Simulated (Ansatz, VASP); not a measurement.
Ca2TeSe: VASP beside Ansatz

The input INCAR:

```
SYSTEM = Ca2TeSe
ALGO     = Normal         ! electronic algorithm
EDIFF    = 1E-6           ! SCF threshold, eV
ENCUT    = 520            ! plane-wave cutoff, eV
GGA      = PE             ! functional
ISIF     = 2              ! what is computed and relaxed
ISMEAR   = 0              ! smearing method
LASPH    = .TRUE.         ! aspherical terms in the spheres
LCHARG   = .FALSE.        ! write CHGCAR
LREAL    = .FALSE.        ! projectors in reciprocal space
LWAVE    = .FALSE.        ! write WAVECAR
NBANDS   = 24             ! bands
NELM     = 80             ! most SCF steps
PREC     = Accurate       ! precision mode
SIGMA    = 0.01           ! smearing width, eV
```

Contents of KPOINTS:

```
k-points
0
G
  6 6 4
  0 0 0
```

File POSCAR:

```
Ca2TeSe
1.0
    4.4237771687      0.0000000000      0.0000000000
    0.0000000000      4.4237771687      0.0000000000
    0.0000000000      0.0000000000      6.2557388662
Se Ca Te
1 2 1
Direct
    0.0000000000      0.0000000000      0.0000000000
    0.0000000000      0.0000000000      0.5000000000
    0.5000000000      0.5000000000      0.0000000000
    0.5000000000      0.5000000000      0.5000000000
```

Input for Ansatz:

```yaml
crystal:
  lattice:
    - [4.4237771687, 0.0, 0.0]
    - [0.0, 4.4237771687, 0.0]
    - [0.0, 0.0, 6.2557388662]
  atoms:
    - { symbol: Se, position: [0.0, 0.0, 0.0] }
    - { symbol: Ca, position: [0.0, 0.0, 0.5] }
    - { symbol: Te, position: [0.5, 0.5, 0.5] }
    - { symbol: Ca, position: [0.5, 0.5, 0.0] }
kpoints:
  mp_grid: { grid: [6, 6, 4] }
hamiltonian:
  xc: pbe
scf:
  occupations: { method: fixed }
  n_extra_bands: 5
output:
  forces: true
  stress: true
  eigenvalues: true
```

Alike in both runs: task single point; functional PBE; k mesh 6 × 6 × 4; no spin polarisation.

|  | VASP | Ansatz |
| --- | --- | --- |
| version | VASP 6.6.1 | Ansatz 0.2.0 |
| potentials or method | VASP PAW PBE potentials, release 64 (Se, Ca_sv, Te) | plane waves, PAW |
| plane-wave cutoff (eV) | 520 | 420 |
| occupations | gaussian, width 0.01 eV | fixed |
| valence electrons in the cell | 32 | 52 |

VASP gave:

* gap on the k mesh at the Fermi level (eV): 1.81
* pressure (GPa): -1.1

Which values does Ansatz return?

gap on the k mesh at the Fermi level (eV): 1.82; pressure (GPa): -1.2.

VASP's potentials hold 32 valence electrons a cell and Ansatz's 52, so a difference there can come from the potentials and not from the codes.

Neither program's run includes spin-orbit coupling.
